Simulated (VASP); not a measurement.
**Tl2H: single point with PBE**

Crystal: Tl2H.

```
Tl H
1.0
     0.00000    5.13871    5.13871
     5.13871    0.00000    5.13871
     5.13871    5.13871    0.00000
Tl H
4 2
Direct
  0.62500 0.62500 0.62500
  0.12500 0.62500 0.62500
  0.62500 0.62500 0.12500
  0.62500 0.12500 0.62500
  0.50000 0.50000 0.50000
  0.75000 0.75000 0.75000
```

```yaml
Program: VASP 6.6.1
Task: single point
Functional: PBE
Potentials_or_basis: VASP PAW PBE potentials, release 64 (Tl_d, H)
Cutoff: 520 eV
k_mesh: 4 × 4 × 4
Occupations: gaussian, width 0.1 eV
Spin: no spin polarisation
Dipole_correction: no
Further_INCAR_settings: ALGO = Normal; EDIFF = 1e-07; NBANDS = 36
```

| Item | Value |
| --- | --- |
| Pressure | 0.2 GPa |
| Band gap on the k mesh | zero (band 27 reaches 1.52 eV, above the bottom of band 28 at 0.56 eV) |

Levels at points of the mesh, in eV from the Fermi level:
```
           k point  band 25  band 26  band 27  band 28  band 29  band 30
(0.00, 0.00, 0.00)    -5.25    -0.69    -0.69    -0.69     0.44     0.58
(0.50, 0.00, 0.00)    -3.66    -0.73    -0.25    -0.25     0.37     1.65
(0.50, 0.50, 0.00)    -2.31    -2.31     0.27     0.27     1.23     1.23
```

Run time: 120 s on 1 thread of Oxide Virtual Turin-like Processor, with other jobs on the host, peak memory 0.38 GiB.

Caveat: spin-orbit coupling is left out, which moves the levels of the heavy elements.
